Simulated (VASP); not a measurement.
A run of VASP 6.6.1:

The input INCAR:

```
SYSTEM = BN
PREC = Accurate ; ENCUT = 520
EDIFF = 1E-6 ; ISMEAR = 0
SIGMA = 0.05 ; LREAL = .FALSE.
LASPH = .TRUE. ; NELM = 100
ALGO = Normal ; ISIF = 2
LWAVE = .FALSE. ; LCHARG = .FALSE.
GGA = PE ; NBANDS = 16
```

The input KPOINTS:

```
Automatic mesh
0
G
  6 6 6
  0 0 0
```

The input POSCAR:

```
BN
1.0
    0.0000000000     -1.8123937734     -1.8848895243
   -1.8848895243      0.0000000000     -1.8848895243
    1.8848895243      1.8123937734     -3.7697790487
B N
2 2
Direct
   -0.0079968350      0.0356553883      0.0000000000
    0.5079968350      0.4643446117      0.5000000000
    0.3668163164      0.4114884879      0.8750000000
    0.8831836836      0.8385115121      0.3750000000
```

Potentials or basis: VASP PAW PBE potentials, release 64 (B, N).

Launch:

```console
$ cat potpaw_PBE.64/B/POTCAR potpaw_PBE.64/N/POTCAR > POTCAR
$ mpirun -np 1 vasp_std > vasp.out
```

Hardware: 1 thread of Intel(R) Xeon(R) 6975P-C (Granite Rapids), with other jobs on the host.

Q: How long does it take, and how much memory?

A: Run time: 16 s on 1 thread of Intel(R) Xeon(R) 6975P-C (Granite Rapids) (shared host), peak memory 0.16 GiB. Counts: scf iterations 13, k points 112.
